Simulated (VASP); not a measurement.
GaN, 4 atoms in the cell. It takes space group P6_3mc (No. 186, hexagonal). Conventional cell: a = 3.120 Å, b = 3.120 Å, c = 5.164 Å, α = 90.00°, β = 90.00°, γ = 120.00°. Ga (site symmetry 3m) has 4 N at 1.91 to 1.94 Å within 2.5 Å. N (site symmetry 3m) has 4 Ga at 1.91 to 1.94 Å within 2.5 Å. 

- Program: VASP 6.6.1
- Task: single point
- Functional: LDA
- Potentials or basis: VASP PAW LDA potentials, release 64 (Ga_d, N)
- Cutoff: 520 eV
- k mesh: 8 × 8 × 5
- Occupations: gaussian, width 0.01 eV
- Spin: no spin polarisation
- Dipole correction: no
- Further INCAR settings: ALGO = Normal; EDIFF = 1e-06; NBANDS = 26

Potentials or basis: VASP PAW LDA potentials, release 64 (Ga_d, N).

Command:

```sh
$ cat potpaw_LDA.64/Ga_d/POTCAR potpaw_LDA.64/N/POTCAR > POTCAR
$ mpirun -np 1 vasp_std > vasp.out
```

Hardware: 1 thread of Intel Xeon 8259CL (shared host).

Task: How long does it take, and how much memory?

Result: Wall time 57 s on 1 thread of Intel Xeon 8259CL (shared host), peak memory 0.16 GiB. Counts: scf iterations 15, k points 30.
